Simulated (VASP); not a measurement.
Wanted: the native input for a VASP 6.6.1 run.

| Property | Result |
| --- | --- |
| Task | single point |
| Functional | PBE |
| Potentials or basis | VASP PAW PBE potentials, release 64 (La, Co, P, O) |
| Cutoff | 520 eV |
| k mesh | 6 × 6 × 3 |
| Occupations | fermi-dirac, width 0.1 eV |
| Spin | collinear spin, ferromagnetic start |
| Starting moments | [0.0, 0.0, 0.64, 0.64, 0.01, 0.01, 0.0, 0.0] μB |
| Fixed moment | 1.2 μB |
| Dipole correction | no |
| Further INCAR settings | ALGO = Normal; EDIFF = 1e-07; NBANDS = 45 |

The structure of LaCoPO lies in POSCAR:

```
LaCoPO
1.0
    3.9912560000      0.0000000000      0.0000000000
    0.0000000000      3.9912560000      0.0000000000
    0.0000000000      0.0000000000      8.2649260000
La Co P O
2 2 2 2
Direct
    0.0000000000      0.5000000000      0.8468680000
    0.5000000000      0.0000000000      0.1531320000
    0.5000000000      0.5000000000      0.5000000000
    0.0000000000      0.0000000000      0.5000000000
    0.5000000000      0.0000000000      0.6183690000
    0.0000000000      0.5000000000      0.3816310000
    0.0000000000      0.0000000000      0.0000000000
    0.5000000000      0.5000000000      0.0000000000
```

One way to write it, as run:

INCAR

```
PREC = Accurate ; ENCUT = 520
EDIFF = 1E-7 ; ISMEAR = -1
SIGMA = 0.1 ; LREAL = False
LASPH = True ; NELM = 150
ALGO = Normal ; ISIF = 2
LWAVE = False ; LCHARG = True
ISPIN = 2 ; MAGMOM = 0 0 0.64 0.64 0.01 0.01 0 0
LORBIT = 11 ; NUPDOWN = 1.2
LMAXMIX = 6 ; GGA = PE
LELF = True ; LVHAR = True
NBANDS = 45
```

KPOINTS

```
regular mesh
0
Gamma
  6 6 3
```

Potentials or basis: VASP PAW PBE potentials, release 64 (La, Co, P, O).

Command:

```sh
$ cat potpaw_PBE.64/La/POTCAR potpaw_PBE.64/Co/POTCAR potpaw_PBE.64/P/POTCAR potpaw_PBE.64/O/POTCAR > POTCAR
$ mpirun -np 1 vasp_std > vasp.out
```

It gave:

```
Pressure                                              : 0.6 GPa
Largest force                                         : 0.645 eV/Å
Net moment                                            : 1.20 μB per cell
Site moments                                          : La +0.00; Co +0.58; P +0.01; O +0.00 μB
Valence electrons inside the program's atomic spheres : La 8.61; Co 8.46; P 2.50; O 5.04
```

Caveat: the total moment is fixed, so each spin has its own Fermi level and the state may be an excited one.

It took 8.4 min on 1 thread of Intel(R) Xeon(R) Platinum 8259CL CPU @ 2.50GHz (Skylake/Cascade Lake), with other jobs on the host, peak memory 0.41 GiB.
